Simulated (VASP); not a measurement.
# Si2Ni (C2/m) in VASP: single point with PBEsol

Aim: the single point of Si2Ni with PBEsol.

Everything below comes from runs of VASP 6.6.1. Logs are shortened: lines on timing, memory, paths and dates and some standing lists are left out, and cuts for length are marked.

### Step 1. The cell of the first run

It takes space group C2/m (No. 12, monoclinic). Conventional cell: a = 6.603 Å, b = 3.812 Å, c = 9.403 Å, α = 90.00°, β = 96.72°, γ = 90.00°. Within 3.1 Å of Si (site symmetry m) lie 4 Ni at 2.33 Å and 6 Si at 2.70 Å. Si (site symmetry m) has 4 Ni at 2.33 to 2.58 Å and 5 Si at 2.46 to 2.70 Å within 3.1 Å. Within 3.1 Å of Si (site symmetry m) lie 4 Ni at 2.33 Å and 6 Si at 2.70 Å. Ni (site symmetry 2/m) has 8 Si at 2.33 Å within 3.1 Å. Within 3.1 Å of Ni (site symmetry m) lie 8 Si at 2.33 to 2.58 Å.

### Step 2. Single point, PBEsol (the part above a cut slid along it)

File INCAR:

```
SYSTEM = Si2Ni
ALGO = Normal ; EDIFF = 1E-6
ENCUT = 520 ; GGA = PS
ISIF = 2 ; ISMEAR = 0
LASPH = .TRUE. ; LCHARG = .FALSE.
LREAL = .FALSE. ; LWAVE = .FALSE.
NBANDS = 37 ; NELM = 80
PREC = Accurate ; SIGMA = 0.15
```

File KPOINTS:

```
k-points
0
G
  14 14 5
  0 0 0
```

File POSCAR:

```
Si2Ni
1.0
    2.6957048481     -2.6957048481      0.0000000000
    2.6957048481      0.0000000000     -2.6957048481
    6.2901576927      4.9420356981      4.9420356981
Si Ni
6 3
Direct
    0.5972055550      0.5972055550      0.4166833333
    0.9861055550     -0.0138944450      0.0833500000
    0.2083055550      0.2083055550      0.7500166667
    0.5138555550      0.5138555550      0.9166833333
    0.9027555550     -0.0972444450      0.5833500000
    0.2916555550      0.2916555550      0.2500166667
    0.2499805550      0.2499805550      0.5000166667
    0.6388805550      0.6388805550      0.1666833333
    0.8610805550     -0.1389194450      0.8333500000
```

Potentials or basis: VASP PAW PBE potentials, release 64 (Si, Ni).

Launch:

```console
> cat potpaw_PBE.64/Si/POTCAR potpaw_PBE.64/Ni/POTCAR > POTCAR
> mpirun -np 1 vasp_std > vasp.out
```

OUTCAR:

```text
SYSTEM = Si2Ni
   EDIFF = 1E-6
   ENCUT = 520
   GGA = PS
   ISIF = 2
   ISMEAR = 0
   LASPH = .TRUE.
   LREAL = .FALSE.
   NELM = 80
   PREC = Accurate

 ion  position               nearest neighbor table
   1  0.597  0.597  0.417-   8 2.33   7 2.33   7 2.33   7 2.33   6 2.70   6 2.70   6 2.70   5 2.70
                             5 2.70   5 2.70
   2  0.986  0.986  0.083-   8 2.33   8 2.33   8 2.33   4 2.46   4 2.46   9 2.58   6 2.70   6 2.70
                             6 2.70
   3  0.208  0.208  0.750-   9 2.33   9 2.33   9 2.33   7 2.33   4 2.70   4 2.70   4 2.70   5 2.70
                             5 2.70   5 2.70
   4  0.514  0.514  0.917-   9 2.33   9 2.33   9 2.33   2 2.46   2 2.46   8 2.58   3 2.70   3 2.70
                             3 2.70
   5  0.903  0.903  0.583-   7 2.33   7 2.33   7 2.33   9 2.33   3 2.70   3 2.70   1 2.70   1 2.70
                             3 2.70   1 2.70
   6  0.292  0.292  0.250-   7 2.33   8 2.33   8 2.33   8 2.33   1 2.70   1 2.70   1 2.70   2 2.70
                             2 2.70   2 2.70
   7  0.250  0.250  0.500-   5 2.33   5 2.33   5 2.33   3 2.33   6 2.33   1 2.33   1 2.33   1 2.33

   8  0.639  0.639  0.167-   2 2.33   2 2.33   2 2.33   1 2.33   6 2.33   6 2.33   6 2.33   4 2.58

   9  0.861  0.861  0.833-   4 2.33   4 2.33   3 2.33   3 2.33   4 2.33   3 2.33   5 2.33   2 2.58

  LATTYP: Found a base centered monoclinic cell.
 ALAT       =     6.6031013750
 B/A-ratio  =     0.5773502692
 C/A-ratio  =     1.4240045260
 COS(beta)  =    -0.1170642347

  Lattice vectors:

 A1 = (  -2.6957048481,   2.6957048481,   0.0000000000)
 A2 = (  -2.6957048481,   0.0000000000,   2.6957048481)
 A3 = (   6.2901576927,   4.9420356981,   4.9420356981)

Analysis of symmetry for initial positions (statically):
=====================================================================
 Subroutine PRICEL returns:
 Original cell was already a primitive cell.

 Routine SETGRP: Setting up the symmetry group for a
 base centered monoclinic supercell.

 Subroutine GETGRP returns: Found  4 space group operations
 (whereof  2 operations were pure point group operations)
 out of a pool of  4 trial point group operations.

The static configuration has the point symmetry C_1h.
 The point group associated with its full space group is C_2h.

Analysis of symmetry for dynamics (positions and initial velocities):
=====================================================================
 Subroutine PRICEL returns:
 Original cell was already a primitive cell.

 Routine SETGRP: Setting up the symmetry group for a
 base centered monoclinic supercell.

 Subroutine GETGRP returns: Found  4 space group operations
 (whereof  2 operations were pure point group operations)
 out of a pool of  4 trial point group operations.

The dynamic configuration has the point symmetry C_1h.
 The point group associated with its full space group is C_2h.

 Subroutine INISYM returns: Found  4 space group operations
 (whereof  2 operations are pure point group operations),
 and found     1 'primitive' translations

----------------------------------------------------------------------------------------

                                     Primitive cell

  volume of cell :     117.5353

  direct lattice vectors                    reciprocal lattice vectors
     2.695704848 -2.695704848  0.000000000     0.113346979 -0.257613515  0.113346979
     2.695704848  0.000000000 -2.695704848     0.113346979  0.113346979 -0.257613515
     6.290157693  4.942035698  4.942035698     0.061826749  0.061826749  0.061826749

  length of vectors
     3.812302356  3.812302356  9.402846244     0.303413576  0.303413576  0.107087070

  position of ions in fractional coordinates (direct lattice)
     0.597205555  0.597205555  0.416683333
     0.986105555  0.986105555  0.083350000
     0.208305555  0.208305555  0.750016667
     0.513855555  0.513855555  0.916683333
     0.902755555  0.902755555  0.583350000
     0.291655555  0.291655555  0.250016667
     0.249980555  0.249980555  0.500016667
     0.638880555  0.638880555  0.166683333
     0.861080555  0.861080555  0.833350000

  ion indices of the primitive-cell ions
   primitive index   ion index
                 1           1
                 2           2
                 3           3
                 4           4
                 5           5
                 6           6
                 7           7
                 8           8
                 9           9

----------------------------------------------------------------------------------------

 KPOINTS: k-points

Automatic generation of k-mesh.
 Grid dimensions read from file:
 generate k-points for:   14   14    5

 Generating k-lattice:

  Cartesian coordinates                     Fractional coordinates (reciprocal lattice)
     0.008096213 -0.018400965  0.008096213     0.071428571  0.000000000 -0.000000000
     0.008096213  0.008096213 -0.018400965     0.000000000  0.071428571 -0.000000000
     0.012365350  0.012365350  0.012365350     0.000000000  0.000000000  0.200000000

  Length of vectors
     0.021672398  0.021672398  0.021417414

  Shift w.r.t. Gamma in fractional coordinates (k-lattice)
     0.000000000  0.000000000  0.000000000

 Subroutine IBZKPT returns following result:
 ===========================================

 Found    267 irreducible k-points:

 Following reciprocal coordinates:
            Coordinates               Weight
  0.000000  0.000000  0.000000      1.000000
  0.071429  0.000000  0.000000      4.000000
  0.142857  0.000000  0.000000      4.000000
  0.214286  0.000000  0.000000      4.000000
  0.285714  0.000000  0.000000      4.000000
  0.357143  0.000000  0.000000      4.000000
[... 16 lines left out ...]
  0.214286  0.142857  0.000000      4.000000
  0.285714  0.142857  0.000000      4.000000
 [... further k-points ...]
   k-points           NKPTS =    267   k-points in BZ     NKDIM =    267   number of bands    NBANDS=     37
   number of dos      NEDOS =    301   number of ions     NIONS =      9
   total plane-waves  NPLWV =  54880
   dimension x,y,z NGX =    28 NGY =   28 NGZ =   70
   dimension x,y,z NGXF=    56 NGYF=   56 NGZF=  140
   ions per type =               6   3
   NGX,Y,Z   is equivalent  to a cutoff of  12.21, 12.21, 12.38 a.u.
   NGXF,Y,Z  is equivalent  to a cutoff of  24.42, 24.42, 24.75 a.u.
 SYSTEM =  Si2Ni
   PREC   = accura    normal or accurate (medium, high low for compatibility)
   ISTART =      0    job   : 0-new  1-cont  2-samecut
   ICHARG =      2    charge: 1-file 2-atom 10-const
   ISPIN  =      1    spin polarized calculation?
   LNONCOLLINEAR =      F non collinear calculations
   LSORBIT =      F    spin-orbit coupling
   LASPH  =      T    aspherical Exc in radial PAW
   ENCUT  =  520.0 eV  38.22 Ry    6.18 a.u.   7.09  7.09 17.48*2*pi/ulx,y,z
   NELM   =     80;   NELMIN=  2; NELMDL= -5     # of ELM steps
   EDIFF  = 0.1E-05   stopping-criterion for ELM
   LREAL  =      F    real-space projection
   EDIFFG = 0.1E-04   stopping-criterion for IOM
   NSW    =      0    number of steps for IOM
   IBRION =     -1    ionic relax: 0-MD 1-quasi-New 2-CG
   NFREE  =      0    steps in history (QN), initial steepest desc. (CG)
   ISIF   =      2    stress and relaxation
   ISYM   =      2    0-nonsym 1-usesym 2-fastsym
   POTIM  = 0.5000    time-step for ionic-motion
   TEBEG  =    0.0;   TEEND  =   0.0 temperature during run
   PSTRESS=    0.0 pullay stress
   NELECT =      54.0000    total number of electrons
   NUPDOWN=      -1.0000    fix difference up-down
   EMIN   =  10.00;   EMAX   =-10.00  energy-range for DOS
   EFERMI =   0.00;   METHOD = LEGACY
   ISMEAR =     0;   SIGMA  =   0.15  broadening in eV -4-tet -1-fermi 0-gaus
   EFERMI_NEDOS =   21; number of points for ismear=-14 and -15
   IALGO  =     38    algorithm
   IMIX   =      4    mixing-type and parameters
     AMIX     =   0.40;   BMIX     =  1.00
     AMIX_MAG =   1.60;   BMIX_MAG =  1.00
  volume/ion in A,a.u.               =      13.06        88.13
  Fermi-wavevector in a.u.,A,eV,Ry     =   1.263233  2.387163 21.711587  1.595757
  Thomas-Fermi vector in A             =   2.396600
   LORBIT       =      0    0 simple, 1 ext, 2 COOP (PROOUT), +10 PAW based schemes
   GGA     = PS    functional components
   LHFCALC =     F    Hartree Fock is set to
   AEXX    =    0.0000 exact exchange contribution
   IVDW    =     0    specifies the selected vdW correction
   LEPSILON=     F    determine dielectric tensor
   LRPA    =     F    only Hartree local field effects (RPA)
 non-spin polarized calculation
 Gauss-broadening in eV      SIGMA  =   0.15
  energy-cutoff  :      520.00
  volume of cell :      117.54
 maximum number of plane-waves:      3192
   NGX = 15   NGY = 15   NGZ = 35

 number of electron      53.9999993 magnetization

 Free energy of the ion-electron system (eV)
  ---------------------------------------------------
  ext. energy  EPLUGINS =         0.00000000
  ---------------------------------------------------
  free energy    TOTEN  =       -56.18513798 eV

  energy without entropy =      -56.14927912  energy(sigma->0) =      -56.16720855

 E-fermi :  10.3825     XC(G=0): -11.7544

 val. band max:       10.3819793814   @ k =  -0.0714  -0.4286   0.2000
 cond. band min:      10.3830589193   @ k =  -0.3571  -0.3571   0.2000
 fundamental gap:      0.0010795379
 Fermi energy:        10.3824862210

 k-point     1 :       0.0000    0.0000    0.0000
  band No.  band energies     occupation
      1      -3.4887      2.00000
      2      -1.9024      2.00000
      3      -1.8400      2.00000
      4       2.4649      2.00000
      5       2.4923      2.00000
      6       5.0847      2.00000
[... 29 lines left out ...]
     36      13.1435      0.00000
     37      13.1460      0.00000
[... 918 lines left out ...]
     36      14.4808      0.00000
     37      14.7644      0.00000

 [... further k-points ...]

------------------------ aborting loop because EDIFF is reached ----------------------------------------

  FORCE on cell =-STRESS in cart. coord.  units (eV):
  Direction    XX          YY          ZZ          XY          YZ          ZX
  --------------------------------------------------------------------------------------
  -------------------------------------------------------------------------------------
  Total       -2.0595489      1.6107152      1.6107152     -0.6386488      2.1851371     -0.6386499
  in kB      -28.0746541     21.9563961     21.9563961     -8.7057145     29.7866051     -8.7057294
  external PRESSURE =       5.2793793 kB  Pullay stress =       0.0000000 kB

 VOLUME and BASIS-vectors are now :
 -----------------------------------------------------------------------------
  energy-cutoff  :      520.00
  volume of cell :      117.54
      direct lattice vectors                 reciprocal lattice vectors
     2.695704848 -2.695704848  0.000000000     0.113346979 -0.257613515  0.113346979
     2.695704848  0.000000000 -2.695704848     0.113346979  0.113346979 -0.257613515
     6.290157693  4.942035698  4.942035698     0.061826749  0.061826749  0.061826749

 POSITION                                       TOTAL-FORCE (eV/Angst)
 -----------------------------------------------------------------------------------
      5.84078      0.44937      0.44937        -0.165269     -0.042873     -0.042873
      5.84078     -2.24633     -2.24633        -0.391606      0.580429      0.580429
      5.84078      3.14508      3.14508         0.039149     -0.047896     -0.047896
      8.53649      3.14508      3.14508         0.391606     -0.580429     -0.580429
      8.53649      0.44937      0.44937         0.165269      0.042873      0.042873
      3.14508      0.44937      0.44937        -0.039149      0.047896      0.047896
      4.49293      1.79723      1.79723         0.000000     -0.000000     -0.000000
      4.49293     -0.89848     -0.89848        -0.204363      0.110623      0.110623
      9.88434      1.79723      1.79723         0.204363     -0.110623     -0.110623
 -----------------------------------------------------------------------------------
    total drift:                               -0.000000     -0.000001     -0.000001

  FREE ENERGIE OF THE ION-ELECTRON SYSTEM (eV)
  ---------------------------------------------------
  free  energy   TOTEN  =       -56.1851379818 eV

  energy  without entropy=      -56.1492791241  energy(sigma->0) =      -56.16720855
```

Run time: 48 min. Hardware: 1 thread of Intel Xeon 8259CL, shared host; peak memory 0.89 GiB.

Results:

```yaml
Free_energy: -56.1851 eV
Pressure: 0.5 GPa
Largest_force: 0.909 eV/Å
Band_gap_on_the_k_mesh: zero (bands 27 and 28 overlap by 1.64 eV)
```

Forces in eV/Å, atoms in the order of the input:
```
Si  -0.165 -0.043 -0.043
Si  -0.392  0.580  0.580
Si   0.039 -0.048 -0.048
Si   0.392 -0.580 -0.580
Si   0.165  0.043  0.043
Si  -0.039  0.048  0.048
Ni   0.000  0.000  0.000
Ni  -0.204  0.111  0.111
Ni   0.204 -0.111 -0.111
```

Levels at points of the mesh, in eV from the Fermi level:
| k point | band 24 | band 25 | band 26 | band 27 | band 28 | band 29 | band 30 | band 31 |
| --- | --- | --- | --- | --- | --- | --- | --- | --- |
| (0.00, 0.00, 0.00) | -0.14 | 0.13 | 1.00 | 1.15 | 1.29 | 1.54 | 1.65 | 1.89 |
| (0.50, 0.00, 0.00) | -2.72 | -2.11 | -1.89 | -1.12 | -0.49 | 0.75 | 0.77 | 1.50 |
| (0.50, 0.50, 0.00) | -2.52 | -2.10 | -1.99 | -1.82 | -0.09 | 0.15 | 0.56 | 1.76 |

Caveat: the cell differs from its parent crystal (the part above a cut slid along it); the stress differs along the axes, from -3 to 2 GPa; the PAW data sets were made with another functional, which shifts forces and pressure a little. Spin polarisation is off, so any magnetic state and its effect on volume and gap are missing.
